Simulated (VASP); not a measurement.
Write the native input for VASP 6.6.1 that does the following.

- Task: single point
- Functional: HSE06
- Potentials or basis: VASP PAW PBE potentials, release 64 (Na_pv, I)
- Cutoff: 520 eV
- k mesh: 4 × 4 × 4
- Occupations: gaussian, width 0.01 eV
- Spin: no spin polarisation
- Dipole correction: no
- Grid for exact exchange (PRECFOCK): Normal
- Further INCAR settings: ALGO = Normal; EDIFF = 1e-06; NBANDS = 14
- Share of exact exchange: 0.25
- Screening parameter: 0.2079 1/Å

The system is NaI.

```
Na I
1.0
     0.00000    3.50599    3.50599
     3.50599    0.00000    3.50599
     3.50599    3.50599    0.00000
Na I
1 1
Direct
  0.00000 0.00000 0.00000
  0.25000 0.25000 0.25000
```

This cell differs from its parent crystal: strain -1.1%.

These files were run (other wordings do the same):

POSCAR

```
NaI
1.0
    0.0000000000      3.5059881216      3.5059881216
    3.5059881216      0.0000000000      3.5059881216
    3.5059881216      3.5059881216      0.0000000000
Na I
1 1
Direct
    0.0000000000      0.0000000000      0.0000000000
    0.2500000000      0.2500000000      0.2500000000
```

INCAR.step1

```
SYSTEM = NaI
PREC = Accurate
ENCUT = 520
EDIFF = 1E-5
ISMEAR = 0
SIGMA = 0.01
LREAL = .False.
LASPH = .True.
NELM = 80
ALGO = Normal
ISIF = 2
LWAVE = .True.
LCHARG = .False.
NBANDS = 14
GGA = PE
```

INCAR.step2

```
SYSTEM = NaI
PREC = Accurate
ENCUT = 520
EDIFF = 1E-6
ISMEAR = 0
SIGMA = 0.01
LREAL = .False.
LASPH = .True.
NELM = 80
ALGO = Normal
ISIF = 2
LWAVE = .False.
LCHARG = .False.
GGA = PE
LHFCALC = .True.
HFSCREEN = 0.2079
PRECFOCK = Normal
NBANDS = 14
ISTART = 1
```

KPOINTS

```
regular mesh
0
Gamma
  4 4 4
  0 0 0
```

Potentials or basis: VASP PAW PBE potentials, release 64 (Na_pv, I).

Command:

```console
$ cat potpaw_PBE.64/Na_pv/POTCAR potpaw_PBE.64/I/POTCAR > POTCAR
$ cp INCAR.step1 INCAR
$ mpirun -np 1 vasp_std > vasp.out
$ cp INCAR.step2 INCAR
$ mpirun -np 1 vasp_std > vasp.out
```

It gave:

```yaml
Pressure: 0.6 GPa
Band_gap_on_the_k_mesh: 4.86 eV
```

Caveat: the cell differs from its parent crystal (strain -1.1%); the PAW data sets were made with another functional, which shifts forces and pressure a little; spin-orbit coupling is left out, which moves the levels of the heavy elements.

Run time: 4.8 min on 1 thread of Intel(R) Xeon(R) Platinum 8375C CPU @ 2.90GHz (Ice Lake), with other jobs on the host, peak memory 0.34 GiB.
